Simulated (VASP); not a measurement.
Wanted: the native input for a VASP 6.6.1 run.

```yaml
Task: single point
Functional: PBEsol
Potentials_or_basis: VASP PAW PBE potentials, release 64 (Si, C)
Cutoff: 520 eV
k_mesh: 12 × 12 × 12
Occupations: gaussian, width 0.05 eV
Spin: no spin polarisation
Dipole_correction: no
Further_INCAR_settings: ALGO = Normal; EDIFF = 1e-06; NBANDS = 11
```

The structure of SiC lies in POSCAR:

```
SiC
1.0
    0.0000000000      2.0870400000      2.0870400000
    2.0870400000      0.0000000000      2.0870400000
    2.0870400000      2.0870400000      0.0000000000
Si C
1 1
Direct
    0.0000000000      0.0000000000      0.0000000000
    0.7500000000      0.7500000000      0.7500000000
```

This cell differs from its parent crystal: strain -0.040 along x and y, -0.040 along z.

The input as run:

INCAR

```
PREC     = Accurate       # precision mode
ENCUT    = 520            # plane-wave cutoff, eV
EDIFF    = 1E-6           # SCF threshold, eV
ISMEAR   = 0              # smearing method
SIGMA    = 0.05           # smearing width, eV
LREAL    = F              # projectors in reciprocal space
LASPH    = T              # aspherical terms in the spheres
NELM     = 60             # most SCF steps
ALGO     = Normal         # electronic algorithm
ISIF     = 2              # what is computed and relaxed
LWAVE    = F              # write WAVECAR
LCHARG   = T              # write CHGCAR
GGA      = PS             # functional
LELF     = T              # ELF
LVHAR    = T            
NBANDS   = 11             # bands
```

KPOINTS

```
regular mesh
0
Gamma
  12 12 12
```

Potentials or basis: VASP PAW PBE potentials, release 64 (Si, C).

Launch:

```bash
$ cat potpaw_PBE.64/Si/POTCAR potpaw_PBE.64/C/POTCAR > POTCAR
$ mpirun -np 1 vasp_std > vasp.out
```

It gave:

```yaml
Pressure: 36.9 GPa
Band_gap_on_the_k_mesh: 1.11 eV, indirect (least direct gap 4.56 eV)
```

Caveat: the cell differs from its parent crystal (strain -0.040 along x and y, -0.040 along z); the PAW data sets were made with another functional, which shifts forces and pressure a little.

It took 8.8 s on 1 thread of Intel(R) Xeon(R) Platinum 8259CL CPU @ 2.50GHz (Skylake/Cascade Lake), with other jobs on the host, peak memory 0.14 GiB.
